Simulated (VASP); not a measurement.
A run of VASP 6.6.1:

Contents of INCAR:

```
SYSTEM = HfGe
PREC = Accurate
ENCUT = 520
EDIFF = 1E-6
ISMEAR = -1
SIGMA = 0.05
LREAL = .FALSE.
LASPH = .TRUE.
NELM = 80
ALGO = Normal
ISIF = 2
LWAVE = .FALSE.
LCHARG = .FALSE.
GGA = PE
NBANDS = 19
```

KPOINTS

```
Automatic mesh
0
G
  8 8 7
  0 0 0
```

The input POSCAR:

```
HfGe
1.0
    3.2409889128      0.0000000000      0.0000000000
    0.0000000000      3.2409889128      0.0000000000
    0.0000000000      0.0000000000      4.1356366234
Hf Ge
1 1
Direct
    0.5000000000      0.5000000000      0.0000000000
    0.0000000000      0.0000000000      0.0000000000
```

Potentials or basis: VASP PAW PBE potentials, release 64 (Hf_pv, Ge_d).

Launch:

```bash
$ cat potpaw_PBE.64/Hf_pv/POTCAR potpaw_PBE.64/Ge_d/POTCAR > POTCAR
$ mpirun -np 1 vasp_std > vasp.out
```

Hardware: 1 thread of Intel(R) Xeon(R) 6975P-C (Granite Rapids), on a shared host.

How long does it take, and how much memory?

It took 14 s on 1 thread of Intel(R) Xeon(R) 6975P-C (Granite Rapids), with other jobs on the host, peak memory 0.18 GiB. Counts: scf iterations 13, k points 60.
